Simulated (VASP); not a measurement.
Write the native input for VASP 6.6.1 that does the following.

| Item | Value |
| --- | --- |
| Task | single point |
| Functional | PBE |
| Potentials or basis | VASP PAW PBE potentials, release 64 (Te, Cd) |
| Cutoff | 520 eV |
| k mesh | 7 × 7 × 7 |
| Occupations | gaussian, width 0.029 eV |
| Spin | no spin polarisation |
| Dipole correction | no |
| Further INCAR settings | ALGO = Normal; EDIFF = 1e-06; NBANDS = 16 |

The structure of CdTe lies in POSCAR:

```
CdTe
1.0
    0.0000000000      3.2050000000      3.2050000000
    3.2050000000      0.0000000000      3.2050000000
    3.2050000000      3.2050000000      0.0000000000
Te Cd
1 1
Direct
    0.7500000000      0.7500000000      0.7500000000
    0.0000000000      0.0000000000      0.0000000000
```

The input as run:

INCAR

```
SYSTEM = CdTe
  ALGO = Normal
  EDIFF = 1E-6
  ENCUT = 520
  GGA = PE
  ISIF = 2
  ISMEAR = 0
  LASPH = .TRUE.
  LCHARG = .FALSE.
  LREAL = .FALSE.
  LWAVE = .FALSE.
  NBANDS = 16
  NELM = 60
  PREC = Accurate
  SIGMA = 0.028999999999999998
```

KPOINTS

```
k-points
0
G
  7 7 7
  0 0 0
```

Potentials or basis: VASP PAW PBE potentials, release 64 (Te, Cd).

Launch:

```console
$ cat potpaw_PBE.64/Te/POTCAR potpaw_PBE.64/Cd/POTCAR > POTCAR
$ mpirun -np 1 vasp_std > vasp.out
```

Results of the run:

```yaml
Pressure: 4.4 GPa
Band_gap_on_the_k_mesh: 0.87 eV, direct
```

Caveat: spin-orbit coupling is left out, which moves the levels of the heavy elements.

Wall time 22 s on 1 thread of Intel(R) Xeon(R) Platinum 8259CL CPU @ 2.50GHz (Skylake/Cascade Lake), on a shared host, peak memory 0.21 GiB.
